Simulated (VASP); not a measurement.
# BaTiO3 (P4mm) in VASP: settings compared, part 2 of 2

VASP 6.6.1.

## (5) Summary

```csv
level,cell,gap on the mesh (eV),pressure (GPa),largest force (eV/Å)
RPBE+D3(BJ),"a = 3.918, b = 3.918, c = 3.936 Å, 5 atoms",2.04,-7.1,0.22
PBE+D3(BJ),"a = 3.946, b = 3.946, c = 3.964 Å, 5 atoms",1.95,8.5,0.12
RPBE+D3(BJ),"a = 3.946, b = 3.946, c = 3.964 Å, 5 atoms",1.99,-11.0,0.14
```

Alike in all rows: task single point; potentials or basis VASP PAW PBE potentials, release 64 (Ba_sv, Ti_sv, O); no spin polarisation; k mesh 7 × 7 × 7; cutoff (eV) 520; smearing fermi-dirac 0.05 eV.

Caveats: spin-orbit coupling is left out, which moves the levels of the heavy elements; the PAW data sets were made with another functional, which shifts forces and pressure a little (some runs).

Total energies depend on the potentials used, so only differences within one code and one set of settings carry meaning.
